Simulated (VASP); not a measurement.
# Ru in VASP: notebook

The runs below take Ru through single point, with PBE.

Everything below comes from runs of VASP 6.6.1. Logs are shortened: lines on timing, memory, paths and dates and some standing lists are left out, and cuts for length are marked.

## Step 1: The cell of the first run

Symmetry: P6_3/mmc, No. 194, hexagonal system. Conventional cell: a = 2.689 Å, b = 2.689 Å, c = 9.323 Å, α = 90.00°, β = 90.00°, γ = 120.00°. Ru (site symmetry 3m) has 10 Ru at 2.57 to 2.69 Å within 3.4 Å.

## Step 2: Single point, PBE

File INCAR:

```
SYSTEM = Ru
  ALGO = Fast
  EDIFF = 1E-7
  ENCUT = 520
  GGA = PE
  ISIF = 2
  ISMEAR = 0
  LASPH = .True.
  LCHARG = .False.
  LREAL = .False.
  LWAVE = .False.
  NBANDS = 36
  NELM = 100
  PREC = Accurate
  SIGMA = 0.1
```

File KPOINTS:

```
k-points
0
Gamma
  21 21 6
  0 0 0
```

File POSCAR:

```
Ru
1.0
    2.6885081347      0.0000000000      0.0000000000
   -1.3442540674      2.3283163429      0.0000000000
    0.0000000000      0.0000000000      9.3228342650
Ru
4
Direct
    0.3333333333      0.6666666667      0.1119084830
    0.6666666667      0.3333333333      0.6119084830
    0.3333333333      0.6666666667      0.3880915170
    0.6666666667      0.3333333333      0.8880915170
```

Potentials or basis: VASP PAW PBE potentials, release 64 (Ru_pv).

The run is started by

```
$ cat potpaw_PBE.64/Ru_pv/POTCAR > POTCAR
$ mpirun -np 1 vasp_std > vasp.out
```

OUTCAR:

```text
SYSTEM = Ru
   EDIFF = 1E-7
   ENCUT = 520
   GGA = PE
   ISIF = 2
   ISMEAR = 0
   LASPH = .True.
   LREAL = .False.
   NELM = 100
   PREC = Accurate

 ion  position               nearest neighbor table
   1  0.333  0.667  0.112-   3 2.57   4 2.60   4 2.60   4 2.60
   2  0.667  0.333  0.612-   4 2.57   3 2.60   3 2.60   3 2.60
   3  0.333  0.667  0.388-   1 2.57   2 2.60   2 2.60   2 2.60
   4  0.667  0.333  0.888-   2 2.57   1 2.60   1 2.60   1 2.60

  LATTYP: Found a hexagonal cell.
 ALAT       =     2.6885081347
 C/A-ratio  =     3.4676607984

  Lattice vectors:

 A1 = (   2.6885081347,   0.0000000000,   0.0000000000)
 A2 = (  -1.3442540674,   2.3283163429,   0.0000000000)
 A3 = (   0.0000000000,   0.0000000000,   9.3228342650)

Analysis of symmetry for initial positions (statically):
=====================================================================
 Subroutine PRICEL returns:
 Original cell was already a primitive cell.

 Routine SETGRP: Setting up the symmetry group for a
 hexagonal supercell.

 Subroutine GETGRP returns: Found 24 space group operations
 (whereof 12 operations were pure point group operations)
 out of a pool of 24 trial point group operations.

The static configuration has the point symmetry D_3d.
 The point group associated with its full space group is D_6h.

Analysis of symmetry for dynamics (positions and initial velocities):
=====================================================================
 Subroutine PRICEL returns:
 Original cell was already a primitive cell.

 Routine SETGRP: Setting up the symmetry group for a
 hexagonal supercell.

 Subroutine GETGRP returns: Found 24 space group operations
 (whereof 12 operations were pure point group operations)
 out of a pool of 24 trial point group operations.

The dynamic configuration has the point symmetry D_3d.
 The point group associated with its full space group is D_6h.

 Subroutine INISYM returns: Found 24 space group operations
 (whereof 12 operations are pure point group operations),
 and found     1 'primitive' translations

----------------------------------------------------------------------------------------

                                     Primitive cell

  volume of cell :      58.3581

  direct lattice vectors                    reciprocal lattice vectors
     2.688508135  0.000000000  0.000000000     0.371953496  0.214747451  0.000000000
    -1.344254067  2.328316343  0.000000000     0.000000000  0.429494902  0.000000000
     0.000000000  0.000000000  9.322834265     0.000000000  0.000000000  0.107263518

  length of vectors
     2.688508135  2.688508135  9.322834265     0.429494902  0.429494902  0.107263518

  position of ions in fractional coordinates (direct lattice)
     0.333333333  0.666666667  0.111908483
     0.666666667  0.333333333  0.611908483
     0.333333333  0.666666667  0.388091517
     0.666666667  0.333333333  0.888091517

  ion indices of the primitive-cell ions
   primitive index   ion index
                 1           1
                 2           2
                 3           3
                 4           4

----------------------------------------------------------------------------------------

 KPOINTS: k-points

Automatic generation of k-mesh.
 Grid dimensions read from file:
 generate k-points for:   21   21    6

 Generating k-lattice:

  Cartesian coordinates                     Fractional coordinates (reciprocal lattice)
     0.017712071  0.010226069  0.000000000     0.047619048  0.000000000  0.000000000
     0.000000000  0.020452138  0.000000000     0.000000000  0.047619048  0.000000000
     0.000000000  0.000000000  0.017877253     0.000000000  0.000000000  0.166666667

  Length of vectors
     0.020452138  0.020452138  0.017877253

  Shift w.r.t. Gamma in fractional coordinates (k-lattice)
     0.000000000  0.000000000  0.000000000

 Subroutine IBZKPT returns following result:
 ===========================================

 Found    192 irreducible k-points:

 Following reciprocal coordinates:
            Coordinates               Weight
  0.000000  0.000000  0.000000      1.000000
  0.047619 -0.000000  0.000000      6.000000
  0.095238  0.000000  0.000000      6.000000
  0.142857  0.000000  0.000000      6.000000
  0.190476  0.000000  0.000000      6.000000
  0.238095 -0.000000  0.000000      6.000000
[... 16 lines left out ...]
  0.142857  0.095238  0.000000     12.000000
  0.190476  0.095238  0.000000     12.000000
 [... further k-points ...]
   k-points           NKPTS =    192   k-points in BZ     NKDIM =    192   number of bands    NBANDS=     36
   number of dos      NEDOS =    301   number of ions     NIONS =      4
   total plane-waves  NPLWV =  28000
   dimension x,y,z NGX =    20 NGY =   20 NGZ =   70
   dimension x,y,z NGXF=    40 NGYF=   40 NGZF=  140
   ions per type =               4
   NGX,Y,Z   is equivalent  to a cutoff of  12.37, 12.37, 12.48 a.u.
   NGXF,Y,Z  is equivalent  to a cutoff of  24.73, 24.73, 24.96 a.u.
 SYSTEM =  Ru
   PREC   = accura    normal or accurate (medium, high low for compatibility)
   ISTART =      0    job   : 0-new  1-cont  2-samecut
   ICHARG =      2    charge: 1-file 2-atom 10-const
   ISPIN  =      1    spin polarized calculation?
   LNONCOLLINEAR =      F non collinear calculations
   LSORBIT =      F    spin-orbit coupling
   LASPH  =      T    aspherical Exc in radial PAW
   ENCUT  =  520.0 eV  38.22 Ry    6.18 a.u.   5.00  5.00 17.33*2*pi/ulx,y,z
   NELM   =    100;   NELMIN=  2; NELMDL= -5     # of ELM steps
   EDIFF  = 0.1E-06   stopping-criterion for ELM
   LREAL  =      F    real-space projection
   EDIFFG = 0.1E-05   stopping-criterion for IOM
   NSW    =      0    number of steps for IOM
   IBRION =     -1    ionic relax: 0-MD 1-quasi-New 2-CG
   NFREE  =      0    steps in history (QN), initial steepest desc. (CG)
   ISIF   =      2    stress and relaxation
   ISYM   =      2    0-nonsym 1-usesym 2-fastsym
   POTIM  = 0.5000    time-step for ionic-motion
   TEBEG  =    0.0;   TEEND  =   0.0 temperature during run
   PSTRESS=    0.0 pullay stress
   NELECT =      56.0000    total number of electrons
   NUPDOWN=      -1.0000    fix difference up-down
   EMIN   =  10.00;   EMAX   =-10.00  energy-range for DOS
   EFERMI =   0.00;   METHOD = LEGACY
   ISMEAR =     0;   SIGMA  =   0.10  broadening in eV -4-tet -1-fermi 0-gaus
   EFERMI_NEDOS =   21; number of points for ismear=-14 and -15
   IALGO  =     68    algorithm
   IMIX   =      4    mixing-type and parameters
     AMIX     =   0.40;   BMIX     =  1.00
     AMIX_MAG =   1.60;   BMIX_MAG =  1.00
  volume/ion in A,a.u.               =      14.59        98.46
  Fermi-wavevector in a.u.,A,eV,Ry     =   1.614744  3.051424 35.475816  2.607399
  Thomas-Fermi vector in A             =   2.709604
   LORBIT       =      0    0 simple, 1 ext, 2 COOP (PROOUT), +10 PAW based schemes
   GGA     = PE    functional components
   LHFCALC =     F    Hartree Fock is set to
   AEXX    =    0.0000 exact exchange contribution
   IVDW    =     0    specifies the selected vdW correction
   LEPSILON=     F    determine dielectric tensor
   LRPA    =     F    only Hartree local field effects (RPA)
 non-spin polarized calculation
 RMM-DIIS sequential band-by-band and
 Gauss-broadening in eV      SIGMA  =   0.10
  energy-cutoff  :      520.00
  volume of cell :       58.36
 maximum number of plane-waves:      1611
 NGX is ok and might be reduce to    20
   NGX =  9   NGY =  9   NGZ = 35

 number of electron      56.0000009 magnetization

 Free energy of the ion-electron system (eV)
  ---------------------------------------------------
  ext. energy  EPLUGINS =         0.00000000
  ---------------------------------------------------
  free energy    TOTEN  =       -35.11657878 eV

  energy without entropy =      -35.08569207  energy(sigma->0) =      -35.10113542

 E-fermi :  11.5130     XC(G=0): -13.6008

 val. band max:       11.5091729046   @ k =   0.3810   0.0952   0.1667
 cond. band min:      11.5140211524   @ k =   0.1905   0.0476   0.5000
 fundamental gap:      0.0048482478
 Fermi energy:        11.5130460793

 k-point     1 :       0.0000    0.0000    0.0000
  band No.  band energies     occupation
      1     -31.8185      2.00000
      2     -31.4199      2.00000
      3     -31.1538      2.00000
      4     -30.9423      2.00000
      5     -30.9423      2.00000
      6     -30.9077      2.00000
[... 28 lines left out ...]
     35      13.2619      0.00000
     36      13.2619      0.00000

 k-point     2 :       0.0476   -0.0000    0.0000
  band No.  band energies     occupation
      1     -31.8135      2.00000
      2     -31.4162      2.00000
      3     -31.1593      2.00000
      4     -30.9553      2.00000
      5     -30.9476      2.00000
      6     -30.9294      2.00000
[... 28 lines left out ...]
     35      13.2718      0.00000
     36      13.2865      0.00000

 k-point     3 :       0.0952    0.0000    0.0000
  band No.  band energies     occupation
      1     -31.7988      2.00000
      2     -31.4058      2.00000
      3     -31.1791      2.00000
      4     -30.9898      2.00000
      5     -30.9887      2.00000
      6     -30.9628      2.00000
[... 28 lines left out ...]
     35      13.3485      0.00000
     36      14.1523      0.00000

 k-point     4 :       0.1429    0.0000    0.0000
  band No.  band energies     occupation
      1     -31.7760      2.00000
      2     -31.3922      2.00000
      3     -31.2225      2.00000
      4     -31.0757      2.00000
      5     -31.0329      2.00000
      6     -30.9864      2.00000
[... 28 lines left out ...]
     35      13.4299      0.00000
     36      15.1964      0.00000

 k-point     5 :       0.1905    0.0000    0.0000
  band No.  band energies     occupation
      1     -31.7481      2.00000
      2     -31.3830      2.00000
      3     -31.2971      2.00000
      4     -31.1812      2.00000
      5     -31.0892      2.00000
      6     -31.0533      2.00000
[... 655 lines left out ...]
 k-point    22 :       0.0952    0.0952    0.0000
  band No.  band energies     occupation
      1     -31.7633      2.00000
      2     -31.3863      2.00000
      3     -31.2489      2.00000
      4     -31.1128      2.00000
      5     -31.0550      2.00000
      6     -31.0403      2.00000
[... 28 lines left out ...]
     35      13.5113      0.00000
     36      15.7037      0.00000

 k-point    23 :       0.1429    0.0952    0.0000
  band No.  band energies     occupation
      1     -31.7372      2.00000
      2     -31.3820      2.00000
      3     -31.3187      2.00000
      4     -31.2043      2.00000
      5     -31.1391      2.00000
      6     -31.0681      2.00000
[... 28 lines left out ...]
     35      13.6177      0.00000
     36      16.6543      0.00000

 k-point    24 :       0.1905    0.0952    0.0000
  band No.  band energies     occupation
      1     -31.7112      2.00000
      2     -31.4068      2.00000
      3     -31.3999      2.00000
      4     -31.3048      2.00000
      5     -31.2252      2.00000
      6     -31.1151      2.00000
[... 28 lines left out ...]
     35      13.7287      0.00000
     36      17.6082      0.00000

 [... further k-points ...]
[... 5 lines left out ...]
  --------------------------------------------------------------------------------------
  -------------------------------------------------------------------------------------
  Total       -0.0209169     -0.0209169      0.0131422      0.0000000     -0.0000000      0.0000000
  in kB       -0.5742578     -0.5742578      0.3608080      0.0000000     -0.0000000      0.0000000
  external PRESSURE =      -0.2625692 kB  Pullay stress =       0.0000000 kB

 VOLUME and BASIS-vectors are now :
 -----------------------------------------------------------------------------
  energy-cutoff  :      520.00
  volume of cell :       58.36
      direct lattice vectors                 reciprocal lattice vectors
     2.688508135  0.000000000  0.000000000     0.371953496  0.214747451  0.000000000
    -1.344254067  2.328316343  0.000000000     0.000000000  0.429494902  0.000000000
     0.000000000  0.000000000  9.322834265     0.000000000  0.000000000  0.107263518

 POSITION                                       TOTAL-FORCE (eV/Angst)
 -----------------------------------------------------------------------------------
     -0.00000      1.55221      1.04330         0.000000     -0.000000      0.006175
      1.34425      0.77611      5.70472        -0.000000      0.000000      0.006175
     -0.00000      1.55221      3.61811         0.000000      0.000000     -0.006175
      1.34425      0.77611      8.27953        -0.000000      0.000000     -0.006175
 -----------------------------------------------------------------------------------
    total drift:                               -0.000000      0.000000     -0.000000

  FREE ENERGIE OF THE ION-ELECTRON SYSTEM (eV)
  ---------------------------------------------------
  free  energy   TOTEN  =       -35.1165787827 eV

  energy  without entropy=      -35.0856920671  energy(sigma->0) =      -35.10113542
```

Wall time 9.3 min (1 thread of Intel Xeon 8259CL, shared host); peak memory 0.38 GiB.

Results:

- Free energy: -35.1166 eV
- Pressure: 0.0 GPa
- Largest force: 0.006 eV/Å
- Band gap on the k mesh: zero (bands 28 and 29 overlap by 2.32 eV)

Forces on the atoms (eV/Å):
```
Ru   0.000  0.000  0.006
Ru   0.000  0.000  0.006
Ru   0.000  0.000 -0.006
Ru   0.000  0.000 -0.006
```

[end of part 1 of 3]
